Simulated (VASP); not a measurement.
Wanted: the native input for a VASP 6.6.1 run.

```yaml
Task: relaxation of cell and atoms
Functional: PBE
Potentials_or_basis: VASP PAW PBE potentials, release 64 (Be, Ag, B, As)
Cutoff: 600 eV
k_mesh: 4 × 4 × 4
Occupations: gaussian, width 0.1 eV
Spin: no spin polarisation
Dipole_correction: no
Further_INCAR_settings: ALGO = Fast; EDIFF = 1e-06; IBRION = 2; EDIFFG = -0.04; NSW = 90; ISIF = 3
```

The structure of Be2Ag2BAs lies in POSCAR:

```
Be2Ag2BAs
1.0
    3.8668700400      0.0000000000      0.0000000000
    0.0000000000      3.8668700400      0.0000000000
    0.0000000000      0.0000000000      5.0932094900
Be Ag B As
2 2 1 1
Direct
    0.0000000000      0.5000000000      0.5000000000
    0.5000000000      0.0000000000      0.5000000000
    0.5000000000      0.5000000000      0.2240000100
    0.5000000000      0.5000000000      0.7759999900
    0.0000000000      0.0000000000      0.0000000000
    0.0000000000      0.0000000000      0.5000000000
```

These files were run (other wordings do the same):

INCAR

```
SYSTEM = Be2Ag2BAs
PREC     = Accurate       ! precision mode
ENCUT    = 600            ! plane-wave cutoff, eV
EDIFF    = 1E-6           ! SCF threshold, eV
ISMEAR   = 0              ! smearing method
SIGMA    = 0.1            ! smearing width, eV
LREAL    = .FALSE.        ! projectors in reciprocal space
LASPH    = .TRUE.         ! aspherical terms in the spheres
NELM     = 60             ! most SCF steps
ALGO     = Fast           ! electronic algorithm
ISIF     = 3              ! what is computed and relaxed
LWAVE    = .FALSE.        ! write WAVECAR
LCHARG   = .FALSE.        ! write CHGCAR
GGA      = PE             ! functional
IBRION   = 2              ! ionic algorithm
NSW      = 90             ! ionic steps
EDIFFG   = -0.04          ! ionic threshold
```

KPOINTS

```
regular mesh
0
G
  4 4 4
  0 0 0
```

Potentials or basis: VASP PAW PBE potentials, release 64 (Be, Ag, B, As).

The run is started by

```bash
$ cat potpaw_PBE.64/Be/POTCAR potpaw_PBE.64/Ag/POTCAR potpaw_PBE.64/B/POTCAR potpaw_PBE.64/As/POTCAR > POTCAR
$ mpirun -np 1 vasp_std > vasp.out
```

Results of the run:

```json
{
 "Relaxed volume": "16.69 Å³/atom",
 "Relaxed cell": "a = 4.414 Å, b = 4.414 Å, c = 5.138 Å, α = 90.00°, β = 90.00°, γ = 90.00°",
 "Space group after relaxing (to 0.05 Å)": "P4/mmm (No. 123)",
 "Energy gained by relaxing": "408.5 meV/atom",
 "Ionic steps": "15",
 "Pressure after relaxing": "0.0 GPa",
 "Largest force after relaxing": "0.029 eV/Å",
 "Band gap on the k mesh": "zero (band 17 reaches 6.25 eV, above the bottom of band 18 at 4.07 eV)"
}
```

Caveat: the k points lie up to 0.36 Å⁻¹ apart in the final cell; the volume moved by over 15 % at a fixed basis, so the end points are rough.

It took 5.1 min on 1 thread of Intel(R) Xeon(R) Platinum 8488C (Sapphire Rapids), on a shared host, peak memory 0.23 GiB.
